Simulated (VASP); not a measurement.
ReCl:

```
Re Cl
1.0
     2.93862    0.00000    0.00000
    -1.46931    2.54492    0.00000
     0.00000    0.00000    8.34163
Re Cl
2 2
Direct
  0.33333 0.66667 0.05427
  0.66667 0.33333 0.55427
  0.33333 0.66667 0.32783
  0.66667 0.33333 0.82783
```

```yaml
Program: VASP 6.6.1
Task: relaxation of cell and atoms
Functional: PBE
Potentials_or_basis: VASP PAW PBE potentials, release 64 (Re, Cl)
Cutoff: 600 eV
k_mesh: 18 × 18 × 6
Occupations: gaussian, width 0.1 eV
Spin: no spin polarisation
```

At the start: pressure 0.7 GPa; volume 15.60 Å³/atom.

Q: Where does the relaxation end?

A: Over 52 steps the energy falls by 157.0 meV/atom and the volume is 21.32 Å³/atom (+36.7 %); space group P6_3mc (No. 186, to 0.1 Å) before and after.

The path:
```
step  energy change (eV)  largest force (eV/Å)  pressure (GPa)  volume (Å³)
   1              0.0000                0.0579            0.75        62.38
   3             -0.0030                0.1196           -0.67        62.87
   5             -0.0121                0.0775            1.07        62.46
   7              0.0675                0.4132           16.16        60.21
   9             -0.0277                0.2402            7.78        61.37
  11             -0.0284                0.2452            7.88        61.37
  13             -0.0311                0.2692            8.34        61.35
  15             -0.0330                0.3878           10.51        61.27
  17             -0.0670                0.4886           10.31        61.71
  19             -0.1825                0.6610           10.98        63.61
  21             -0.2065                0.4272           13.10        64.60
  23             -0.5426                0.0994            4.20        72.18
  25             -0.5483                1.0351            2.91        76.51
  27             -0.6015                0.0272           -1.68        79.73
  29             -0.6117                0.1402           -0.24        78.97
  31             -0.6124                0.0415            0.25        78.83
  33             -0.6127                0.0268            0.24        78.90
  35             -0.6144                0.0103           -0.16        79.62
  37             -0.6146                0.0347           -0.38        80.05
  39             -0.6152                0.0209           -0.42        80.17
  41             -0.6172                0.0347           -0.59        80.68
  43             -0.6209                0.2356           -1.10        82.73
  45             -0.6240                0.1829           -0.73        83.28
  47             -0.6246                0.1511            1.19        85.70
  49             -0.6277                0.0016            0.24        84.68
  51             -0.6279                0.0288            0.09        85.17
  52             -0.6280                0.0008           -0.02        85.28
```

Final structure:
```cif
data_structure
_symmetry_space_group_name_H-M 'P 1'
_symmetry_Int_Tables_number 1
_cell_length_a 2.7940
_cell_length_b 2.7940
_cell_length_c 12.6149
_cell_angle_alpha 90.000
_cell_angle_beta 90.000
_cell_angle_gamma 120.000
_cell_volume 85.28
loop_
_atom_site_label
_atom_site_type_symbol
_atom_site_fract_x
_atom_site_fract_y
_atom_site_fract_z
_atom_site_occupancy
Re1 Re 0.33333 0.66667 0.10513 1
Re2 Re 0.66667 0.33333 0.60513 1
Cl1 Cl 0.33333 0.66667 0.27697 1
Cl2 Cl 0.66667 0.33333 0.77697 1
```

Caveat: the volume moved by over 15 % at a fixed basis, so the end points are rough.
